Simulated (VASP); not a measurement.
# PbF2 in VASP: a series of runs

Runs on PbF2. Level: PBE. Tasks: single point.

Everything below comes from runs of VASP 6.6.1. Logs are shortened: lines on timing, memory, paths and dates and some standing lists are left out, and cuts for length are marked.

### 1 The cell of the first run

The structure is orthorhombic, space group Imm2 (No. 44). Conventional cell: a = 4.243 Å, b = 4.243 Å, c = 6.001 Å, α = 90.00°, β = 90.00°, γ = 90.00°. Pb (site symmetry mm2) has 8 F at 2.55 to 2.65 Å within 3.4 Å. F (site symmetry mm2) has 4 Pb at 2.55 to 2.65 Å and 6 F at 2.92 to 3.08 Å within 3.4 Å. F (site symmetry mm2) has 4 Pb at 2.60 Å and 6 F at 2.92 to 3.08 Å within 3.4 Å.

### 2 Single point, PBE (atom 2 (F) moved 0.08 Å along y)

Input file INCAR:

```
SYSTEM = PbF2
PREC = Accurate
ENCUT = 520
EDIFF = 1E-7
ISMEAR = 0
SIGMA = 0.05
LREAL = .FALSE.
LASPH = .TRUE.
NELM = 80
ALGO = Normal
ISIF = 2
LWAVE = .FALSE.
LCHARG = .FALSE.
GGA = PE
NBANDS = 21
```

Input file KPOINTS:

```
regular mesh
0
G
  10 10 10
  0 0 0
```

Input file POSCAR:

```
PbF2
1.0
    0.0000000000      3.0003645022      3.0003645022
    3.0003645022      0.0000000000      3.0003645022
    3.0003645022      3.0003645022      0.0000000000
Pb F
1 2
Direct
    0.0000000000      0.0000000000      0.0000000000
    0.2633317135      0.2366682865      0.2633317135
    0.7500000000      0.7500000000      0.7500000000
```

Potentials or basis: VASP PAW PBE potentials, release 64 (Pb_d, F).

On the command line:

```console
cat potpaw_PBE.64/Pb_d/POTCAR potpaw_PBE.64/F/POTCAR > POTCAR
mpirun -np 1 vasp_std > vasp.out
```

OUTCAR:

```text
SYSTEM = PbF2
   PREC = Accurate
   ENCUT = 520
   EDIFF = 1E-7
   ISMEAR = 0
   LREAL = .FALSE.
   LASPH = .TRUE.
   NELM = 80
   ISIF = 2
   GGA = PE

 ion  position               nearest neighbor table
   1  0.000  0.000  0.000-   2 2.55   2 2.55   3 2.60   3 2.60   3 2.60   3 2.60   2 2.65   2 2.65

   2  0.263  0.237  0.263-   1 2.55   1 2.55   1 2.65   1 2.65
   3  0.750  0.750  0.750-   1 2.60   1 2.60   1 2.60   1 2.60

  LATTYP: Found a face centered cubic cell.
 ALAT       =     6.0007290044

  Lattice vectors:

 A1 = (   0.0000000000,   3.0003645022,   3.0003645022)
 A2 = (   3.0003645022,   0.0000000000,   3.0003645022)
 A3 = (   3.0003645022,   3.0003645022,   0.0000000000)

Analysis of symmetry for initial positions (statically):
=====================================================================
 Subroutine PRICEL returns:
 Original cell was already a primitive cell.

 Routine SETGRP: Setting up the symmetry group for a
 face centered cubic supercell.

 Subroutine GETGRP returns: Found  4 space group operations
 (whereof  4 operations were pure point group operations)
 out of a pool of 48 trial point group operations.

The static configuration has the point symmetry C_2v.

Analysis of symmetry for dynamics (positions and initial velocities):
=====================================================================
 Subroutine PRICEL returns:
 Original cell was already a primitive cell.

 Routine SETGRP: Setting up the symmetry group for a
 face centered cubic supercell.

 Subroutine GETGRP returns: Found  4 space group operations
 (whereof  4 operations were pure point group operations)
 out of a pool of 48 trial point group operations.

The dynamic configuration has the point symmetry C_2v.

 Subroutine INISYM returns: Found  4 space group operations
 (whereof  4 operations are pure point group operations),
 and found     1 'primitive' translations

----------------------------------------------------------------------------------------

                                     Primitive cell

  volume of cell :      54.0197

  direct lattice vectors                    reciprocal lattice vectors
     0.000000000  3.000364502  3.000364502    -0.166646419  0.166646419  0.166646419
     3.000364502  0.000000000  3.000364502     0.166646419 -0.166646419  0.166646419
     3.000364502  3.000364502  0.000000000     0.166646419  0.166646419 -0.166646419

  length of vectors
     4.243156171  4.243156171  4.243156171     0.288640065  0.288640065  0.288640065

  position of ions in fractional coordinates (direct lattice)
     0.000000000  0.000000000  0.000000000
     0.263331714  0.236668286  0.263331714
     0.750000000  0.750000000  0.750000000

  ion indices of the primitive-cell ions
   primitive index   ion index
                 1           1
                 2           2
                 3           3

----------------------------------------------------------------------------------------

 KPOINTS: regular mesh

Automatic generation of k-mesh.
 Grid dimensions read from file:
 generate k-points for:   10   10   10

 Generating k-lattice:

  Cartesian coordinates                     Fractional coordinates (reciprocal lattice)
    -0.016664642  0.016664642  0.016664642     0.100000000  0.000000000  0.000000000
     0.016664642 -0.016664642  0.016664642     0.000000000  0.100000000  0.000000000
     0.016664642  0.016664642 -0.016664642     0.000000000  0.000000000  0.100000000

  Length of vectors
     0.028864006  0.028864006  0.028864006

  Shift w.r.t. Gamma in fractional coordinates (k-lattice)
     0.000000000  0.000000000  0.000000000

 Subroutine IBZKPT returns following result:
 ===========================================

 Found    171 irreducible k-points:

 Following reciprocal coordinates:
            Coordinates               Weight
  0.000000  0.000000  0.000000      1.000000
  0.100000  0.000000  0.000000      4.000000
  0.000000  0.100000  0.000000      4.000000
  0.200000  0.000000  0.000000      4.000000
  0.000000  0.200000  0.000000      4.000000
  0.300000  0.000000  0.000000      4.000000
[... 16 lines left out ...]
  0.000000  0.400000  0.100000      8.000000
  0.100000  0.000000  0.400000      4.000000
 [... further k-points ...]
   k-points           NKPTS =    171   k-points in BZ     NKDIM =    171   number of bands    NBANDS=     21
   number of dos      NEDOS =    301   number of ions     NIONS =      3
   total plane-waves  NPLWV =  32768
   dimension x,y,z NGX =    32 NGY =   32 NGZ =   32
   dimension x,y,z NGXF=    64 NGYF=   64 NGZF=   64
   ions per type =               1   2
   NGX,Y,Z   is equivalent  to a cutoff of  12.54, 12.54, 12.54 a.u.
   NGXF,Y,Z  is equivalent  to a cutoff of  25.08, 25.08, 25.08 a.u.
 SYSTEM =  PbF2
   PREC   = accura    normal or accurate (medium, high low for compatibility)
   ISTART =      0    job   : 0-new  1-cont  2-samecut
   ICHARG =      2    charge: 1-file 2-atom 10-const
   ISPIN  =      1    spin polarized calculation?
   LNONCOLLINEAR =      F non collinear calculations
   LSORBIT =      F    spin-orbit coupling
   LASPH  =      T    aspherical Exc in radial PAW
   ENCUT  =  520.0 eV  38.22 Ry    6.18 a.u.   7.89  7.89  7.89*2*pi/ulx,y,z
   NELM   =     80;   NELMIN=  2; NELMDL= -5     # of ELM steps
   EDIFF  = 0.1E-06   stopping-criterion for ELM
   LREAL  =      F    real-space projection
   EDIFFG = 0.1E-05   stopping-criterion for IOM
   NSW    =      0    number of steps for IOM
   IBRION =     -1    ionic relax: 0-MD 1-quasi-New 2-CG
   NFREE  =      0    steps in history (QN), initial steepest desc. (CG)
   ISIF   =      2    stress and relaxation
   ISYM   =      2    0-nonsym 1-usesym 2-fastsym
   POTIM  = 0.5000    time-step for ionic-motion
   TEBEG  =    0.0;   TEEND  =   0.0 temperature during run
   PSTRESS=    0.0 pullay stress
   NELECT =      28.0000    total number of electrons
   NUPDOWN=      -1.0000    fix difference up-down
   EMIN   =  10.00;   EMAX   =-10.00  energy-range for DOS
   EFERMI =   0.00;   METHOD = LEGACY
   ISMEAR =     0;   SIGMA  =   0.05  broadening in eV -4-tet -1-fermi 0-gaus
   EFERMI_NEDOS =   21; number of points for ismear=-14 and -15
   IALGO  =     38    algorithm
   IMIX   =      4    mixing-type and parameters
     AMIX     =   0.40;   BMIX     =  1.00
     AMIX_MAG =   1.60;   BMIX_MAG =  1.00
  volume/ion in A,a.u.               =      18.01       121.51
  Fermi-wavevector in a.u.,A,eV,Ry     =   1.315054  2.485091 23.529456  1.729366
  Thomas-Fermi vector in A             =   2.445263
   LORBIT       =      0    0 simple, 1 ext, 2 COOP (PROOUT), +10 PAW based schemes
   GGA     = PE    functional components
   LHFCALC =     F    Hartree Fock is set to
   AEXX    =    0.0000 exact exchange contribution
   IVDW    =     0    specifies the selected vdW correction
   LEPSILON=     F    determine dielectric tensor
   LRPA    =     F    only Hartree local field effects (RPA)
 non-spin polarized calculation
 Gauss-broadening in eV      SIGMA  =   0.05
  energy-cutoff  :      520.00
  volume of cell :       54.02
 maximum number of plane-waves:      1476
   NGX = 15   NGY = 15   NGZ = 15

 number of electron      28.0000024 magnetization

 Free energy of the ion-electron system (eV)
  ---------------------------------------------------
  ext. energy  EPLUGINS =         0.00000000
  ---------------------------------------------------
  free energy    TOTEN  =       -14.34380326 eV

  energy without entropy =      -14.34380326  energy(sigma->0) =      -14.34380326

 E-fermi :   1.7723     XC(G=0):  -9.2229

 val. band max:        1.5013998805   @ k =   0.5000   0.0000   0.0000
 cond. band min:       5.8578711760   @ k =   0.5000   0.5000   0.0000
 fundamental gap:      4.3564712954
 Fermi energy:         1.7723426995

 k-point     1 :       0.0000    0.0000    0.0000
  band No.  band energies     occupation
      1     -19.3623      2.00000
      2     -18.8020      2.00000
      3     -12.9603      2.00000
      4     -12.9548      2.00000
      5     -12.9504      2.00000
      6     -12.9120      2.00000
[... 13 lines left out ...]
     20      16.5140      0.00000
     21      18.6544      0.00000

 k-point     2 :       0.1000    0.0000    0.0000
  band No.  band energies     occupation
      1     -19.3445      2.00000
      2     -18.8176      2.00000
      3     -12.9568      2.00000
      4     -12.9526      2.00000
      5     -12.9325      2.00000
      6     -12.9121      2.00000
[... 13 lines left out ...]
     20      16.2411      0.00000
     21      18.3215      0.00000

 k-point     3 :       0.0000    0.1000    0.0000
  band No.  band energies     occupation
      1     -19.3453      2.00000
      2     -18.8169      2.00000
      3     -12.9541      2.00000
      4     -12.9469      2.00000
      5     -12.9400      2.00000
      6     -12.9119      2.00000
[... 13 lines left out ...]
     20      16.2235      0.00000
     21      18.4165      0.00000

 k-point     4 :       0.2000    0.0000    0.0000
  band No.  band energies     occupation
      1     -19.2949      2.00000
      2     -18.8617      2.00000
      3     -12.9496      2.00000
      4     -12.9490      2.00000
      5     -12.9102      2.00000
      6     -12.9051      2.00000
[... 13 lines left out ...]
     20      15.7936      0.00000
     21      17.3943      0.00000

 k-point     5 :       0.0000    0.2000    0.0000
  band No.  band energies     occupation
      1     -19.2981      2.00000
      2     -18.8589      2.00000
      3     -12.9439      2.00000
      4     -12.9404      2.00000
      5     -12.9159      2.00000
      6     -12.9091      2.00000
[... 13 lines left out ...]
     20      15.7923      0.00000
     21      17.5295      0.00000
[... 382 lines left out ...]
     20      15.9108      0.00000
     21      17.4066      0.00000

 k-point    22 :       0.4000    0.1000    0.0000
  band No.  band energies     occupation
      1     -19.1667      2.00000
      2     -18.9752      2.00000
      3     -12.9460      2.00000
      4     -12.9400      2.00000
      5     -12.8978      2.00000
      6     -12.8807      2.00000
[... 13 lines left out ...]
     20      15.8253      0.00000
     21      16.5499      0.00000

 k-point    23 :       0.0000    0.4000    0.1000
  band No.  band energies     occupation
      1     -19.1770      2.00000
      2     -18.9662      2.00000
      3     -12.9346      2.00000
      4     -12.9297      2.00000
      5     -12.9021      2.00000
      6     -12.8901      2.00000
[... 13 lines left out ...]
     20      15.9793      0.00000
     21      16.5602      0.00000

 k-point    24 :       0.1000    0.0000    0.4000
  band No.  band energies     occupation
      1     -19.1673      2.00000
      2     -18.9749      2.00000
      3     -12.9436      2.00000
      4     -12.9403      2.00000
      5     -12.8920      2.00000
      6     -12.8847      2.00000
[... 13 lines left out ...]
     20      15.8325      0.00000
     21      16.4196      0.00000

 [... further k-points ...]
[... 5 lines left out ...]
  --------------------------------------------------------------------------------------
  -------------------------------------------------------------------------------------
  Total       -0.0472505     -0.0258037     -0.0472505      0.0000000      0.0000000     -0.1724584
  in kB       -1.4014094     -0.7653151     -1.4014094      0.0000000      0.0000000     -5.1149686
  external PRESSURE =      -1.1893780 kB  Pullay stress =       0.0000000 kB

 VOLUME and BASIS-vectors are now :
 -----------------------------------------------------------------------------
  energy-cutoff  :      520.00
  volume of cell :       54.02
      direct lattice vectors                 reciprocal lattice vectors
     0.000000000  3.000364502  3.000364502    -0.166646419  0.166646419  0.166646419
     3.000364502  0.000000000  3.000364502     0.166646419 -0.166646419  0.166646419
     3.000364502  3.000364502  0.000000000     0.166646419  0.166646419 -0.166646419

 POSITION                                       TOTAL-FORCE (eV/Angst)
 -----------------------------------------------------------------------------------
      0.00000      0.00000      0.00000         0.000000      0.044053      0.000000
      1.50018      1.58018      1.50018         0.000000     -0.179949      0.000000
      4.50055      4.50055      4.50055        -0.000000      0.135896     -0.000000
 -----------------------------------------------------------------------------------
    total drift:                               -0.000001      0.000753     -0.000001

  FREE ENERGIE OF THE ION-ELECTRON SYSTEM (eV)
  ---------------------------------------------------
  free  energy   TOTEN  =       -14.3438032555 eV

  energy  without entropy=      -14.3438032555  energy(sigma->0) =      -14.34380326
```

It took 6 min on 1 thread of Intel Xeon 8259CL, shared host; peak memory 0.27 GiB.

Results:

| Item | Value |
| --- | --- |
| Free energy | -14.3438 eV |
| Pressure | -0.1 GPa |
| Largest force | 0.180 eV/Å |
| Band gap on the k mesh | 4.36 eV (least direct gap 4.54 eV) |

Forces on the atoms (eV/Å):
```
Pb   0.000  0.044  0.000
F    0.000 -0.180  0.000
F    0.000  0.136  0.000
```

Stress tensor (GPa, compression positive):
```
-0.14  0.00 -0.51
 0.00 -0.08  0.00
-0.51  0.00 -0.14
```

Caveat: the cell differs from its parent crystal (atom 2 (F) moved 0.08 Å along y); spin-orbit coupling is left out, which moves the levels of the heavy elements. A k mesh can miss the band edges.

(Continued in part 2 of 2.)
